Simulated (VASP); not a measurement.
Runs of VASP 6.6.1 on C. The cell holds a slab with vacuum, 2 atoms: a = 2.456 Å, b = 2.456 Å, c = 8.524 Å, α = 90.00°, β = 90.00°, γ = 120.00°. 

```csv
k mesh,gap on the mesh (eV)
6 × 6 × 2,none
13 × 13 × 4,1.56
5 × 5 × 2,2.82
8 × 8 × 2,(b)
10 × 10 × 3,(a)
```

Alike in all rows: task single point; level PBEsol; potentials or basis VASP PAW PBE potentials, release 64 (C); no spin polarisation; cell as given; cutoff (eV) 600; smearing fermi-dirac 0.05 eV.

Q: Estimate the missing entries.

A: (a) 2.06; (b) 1.99.

Caveats: some runs use coarse meshes.

A k mesh can miss the band edges.

A gap of «none» marks levels without a gap at the run's occupations.
